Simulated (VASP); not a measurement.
Here is a VASP 6.6.1 calculation.

File POSCAR:

```
Sb
1.0
    0.0000000000      3.4336034751      3.4336034751
    3.4336034751      0.0000000000      3.4336034751
    3.4336034751      3.4336034751      0.0000000000
Sb
2
Direct
    0.0000000000      0.0000000000      0.0000000000
    0.2500000000      0.2500000000      0.2500000000
```

Contents of INCAR.step1:

```
PREC = Accurate ; ENCUT = 550
ISMEAR = 0 ; SIGMA = 0.1
LREAL = False ; LASPH = True
NELM = 120 ; GGA = PE
ALGO = Normal ; EDIFF = 1E-5
LWAVE = True ; LCHARG = False
GGA_COMPAT = False ; IBRION = 2
ISIF = 3 ; EDIFFG = -0.005
NELMIN = 4 ; NSW = 100
```

INCAR.step2

```
PREC = Accurate ; ENCUT = 550
EDIFF = 1E-7 ; ISMEAR = 0
SIGMA = 0.1 ; LREAL = False
LASPH = True ; NELM = 120
ALGO = Normal ; ISIF = 3
LWAVE = False ; LCHARG = False
METAGGA = R2SCAN ; LMIXTAU = True
IBRION = 2 ; NSW = 100
EDIFFG = -0.01 ; ISTART = 1
GGA_COMPAT = False ; NELMIN = 4
```

File KPOINTS:

```
Automatic mesh
0
Gamma
  14 14 14
```

Potentials or basis: VASP PAW PBE potentials, release 64 (Sb).

Launch:

```sh
$ cat potpaw_PBE.64/Sb/POTCAR > POTCAR
$ cp INCAR.step1 INCAR
$ mpirun -np 1 vasp_std > vasp.out
$ cp INCAR.step2 INCAR
$ mpirun -np 1 vasp_std > vasp.out
```

Problem. Predict the relaxed volume.

Solution. 41.85 Å³/atom.

Problem. Estimate the space group after relaxing (to 0.1 Å).

Solution. Fd-3m (No. 227).

Final structure:
```xyz
2
Lattice="0.0000 3.4718 3.4718 3.4718 0.0000 3.4718 3.4718 3.4718 0.0000" Properties=species:S:1:pos:R:3 pbc="T T T"
Sb    0.0000    0.0000    0.0000
Sb    1.7359    1.7359    1.7359
```

Caveat: the PAW data sets were made with another functional, which shifts forces and pressure a little.
